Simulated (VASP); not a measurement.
Here is a VASP 6.6.1 calculation.

File INCAR:

```
PREC = Accurate ; ENCUT = 520
EDIFF = 1E-8 ; ISMEAR = -1
SIGMA = 0.03 ; LREAL = F
LASPH = T ; NELM = 100
ALGO = Normal ; ISIF = 2
LWAVE = F ; LCHARG = F
GGA = PE ; LEFG = T
NBANDS = 22
```

Contents of KPOINTS:

```
Automatic mesh
0
Gamma
  11 11 5
```

POSCAR

```
F
1.0
    2.7500000000     -1.6400000000      0.0000000000
    2.7500000000      1.6400000000      0.0000000000
   -1.5360100000      0.0000000000      7.1200200000
F
4
Direct
    0.0504000000      0.0504000000      0.0996000000
    0.9496000000      0.9496000000      0.9004000000
    0.5050000000      0.5050000000      0.6000000000
    0.4950000000      0.4950000000      0.4000000000
```

Potentials or basis: VASP PAW PBE potentials, release 64 (F).

Run with:

```bash
$ cat potpaw_PBE.64/F/POTCAR > POTCAR
$ mpirun -np 1 vasp_std > vasp.out
```

Q: Predict the pressure.

A: -1.0 GPa.

Q: What does it give for the largest force?

A: 0.593 eV/Å.

Q: Estimate the band gap on the k mesh.

A: 2.28 eV, direct.

Stress tensor (GPa, compression positive):
```
 0.19  0.00  0.08
 0.00  0.23  0.00
 0.08  0.00 -3.44
```

Caveat: without QUAD_EFG the Cq values of the log hold for a quadrupole moment of 1 mb, not for the nuclei. A k mesh can miss the band edges.
